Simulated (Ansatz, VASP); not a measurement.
One calculation of Gd, two programs

The input INCAR:

```
ALGO = Normal
EDIFF = 1E-7
ENCUT = 520
GGA = PE
ISIF = 2
ISMEAR = -1
ISPIN = 2
LASPH = T
LCHARG = T
LDAU = T
LDAUJ = 0
LDAUL = 3
LDAUPRINT = 1
LDAUTYPE = 2
LDAUU = 5.9
LELF = T
LMAXMIX = 6
LORBIT = 11
LREAL = F
LVHAR = T
LWAVE = F
MAGMOM = 7 7
NBANDS = 29
NELM = 150
PREC = Accurate
SIGMA = 0.05
```

File KPOINTS:

```
k-points
0
Gamma
  6 6 6
```

File POSCAR:

```
Gd
1.0
    4.0500000000      0.0000000000      0.0000000000
    0.0000000000      4.0500000000      0.0000000000
    0.0000000000      0.0000000000      4.0500000000
Gd
2
Direct
    0.0000000000      0.0000000000      0.0000000000
    0.5000000000      0.5000000000      0.5000000000
```

Input for Ansatz:

```yaml
crystal:
  lattice:
    - [4.05, 0.0, 0.0]
    - [0.0, 4.05, 0.0]
    - [0.0, 0.0, 4.05]
  atoms:
    - { symbol: Gd, position: [0.0, 0.0, 0.0], spin: 7.0 }
    - { symbol: Gd, position: [0.5, 0.5, 0.5], spin: 7.0 }
magnetization:
  spin_polarized: true
hamiltonian:
  xc: pbe
  pseudopotentials: { kind: paw }
  hubbard: { sites: [{ species: Gd, l: f, u_eff: 5.9 }] }
basis:
  ecutwfc: 420
kpoints:
  mp_grid: { grid: [6, 6, 6] }
scf:
  occupations: { method: fermi_dirac, width: 0.05 }
output:
  forces: true
  stress: true
  write_density: true
  write_potential: true
  elf: true
  volumetric_format: npy
```

Alike in both runs: task single point; functional PBE; k mesh 6 × 6 × 6; occupations fermi-dirac, width 0.05 eV; collinear spin; Hubbard terms Gd f U = 5.9 eV.

```csv
,VASP,Ansatz
version,VASP 6.6.1,Ansatz 0.2.0
potentials or method,"VASP PAW PBE potentials, release 64 (Gd), cutoff 520 eV","PAW, plane waves, scalar-relativistic"
valence electrons in the cell,36,36
```

```tsv
	VASP	Ansatz	Ansatz less VASP
pressure (GPa)	0.7	0.5	-0.16
net moment per atom (μB)	7.87	7.90	+0.035
size of the moment on the site where the two differ most (μB)	7.15	7.53	+0.386
```

Site moments also hang on the region over which each program counts them. The programs project onto different local orbitals, so the same U acts differently, and such runs can settle in different states. Ansatz's warnings: filled band counts differ across k points.

Spin-orbit coupling is off throughout.
